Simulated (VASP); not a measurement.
Here is a VASP 6.6.1 calculation.

INCAR

```
SYSTEM = Sn
PREC = Accurate
ENCUT = 600
EDIFF = 1E-6
ISMEAR = -1
SIGMA = 0.1
LREAL = .FALSE.
LASPH = .TRUE.
NELM = 100
ALGO = Normal
ISIF = 3
LWAVE = .FALSE.
LCHARG = .FALSE.
IBRION = 2
NSW = 80
EDIFFG = -0.01
PSTRESS = 60.0
```

The input KPOINTS:

```
regular mesh
0
G
  11 11 11
  0 0 0
```

The input POSCAR:

```
Sn
1.0
   -1.8946520000      1.8946520000      1.8946520000
    1.8946520000     -1.8946520000      1.8946520000
    1.8946520000      1.8946520000     -1.8946520000
Sn
1
Direct
    0.0000000000      0.0000000000      0.0000000000
```

Potentials or basis: VASP PAW LDA potentials, release 64 (Sn_d).

The run is started by

```sh
$ cat potpaw_LDA.64/Sn_d/POTCAR > POTCAR
$ mpirun -np 1 vasp_std > vasp.out
```

Task: Predict the space group after relaxing (to 0.05 Å).

Result: Im-3m (No. 229).

Task: Estimate the relaxed cell.

Result: a = 3.130 Å, b = 3.130 Å, c = 3.130 Å, α = 109.47°, β = 109.47°, γ = 109.47°.

Task: What does it give for the relaxed volume?

Result: 23.60 Å³/atom.

Task: Estimate the band gap on the k mesh.

Result: Zero (band 7 reaches 18.87 eV, above the bottom of band 8 at 6.82 eV).

Final structure:
```
Sn
1.0
    -1.80709    1.80709    1.80709
     1.80709   -1.80709    1.80709
     1.80709    1.80709   -1.80709
Sn
1
Direct
  0.00000 0.00000 0.00000
```

Caveat: the cell is relaxed towards a set pressure, so the enthalpy falls and the energy may rise; spin-orbit coupling is left out, which moves the levels of the heavy elements.
